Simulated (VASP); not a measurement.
Crystal: KCl.

```xyz
2
Lattice="0.0000 3.5073 3.5073 3.5073 0.0000 3.5073 3.5073 3.5073 0.0000" Properties=species:S:1:pos:R:3 pbc="T T T"
K     0.0000    0.0000    0.0000
Cl    1.7536    1.7536    1.7536
```

Program: VASP 6.6.1. Alike in all runs: task single point; potentials or basis VASP PAW PBE potentials, release 64 (K_sv, Cl); no spin polarisation; cell as given. Hardware: 1 thread of Intel Xeon 8259CL, on a shared host.

Q: Order these runs on this cell by their wall time, lowest first.
A. level PBE; k mesh 4 × 4 × 4; cutoff (eV) 500; smearing methfessel-paxton 0.05 eV
B. level PBE; k mesh 4 × 4 × 4, shifted; cutoff (eV) 500; smearing gaussian 0.01 eV
C. level HSE06; k mesh 2 × 2 × 2; cutoff (eV) 400; smearing gaussian 0.01 eV; grid for exact exchange (PRECFOCK) Normal; screening parameter 0.2079 1/Å

A: A (21 s), C (80 s), B (230 s).

Caveats: some runs use coarse meshes.
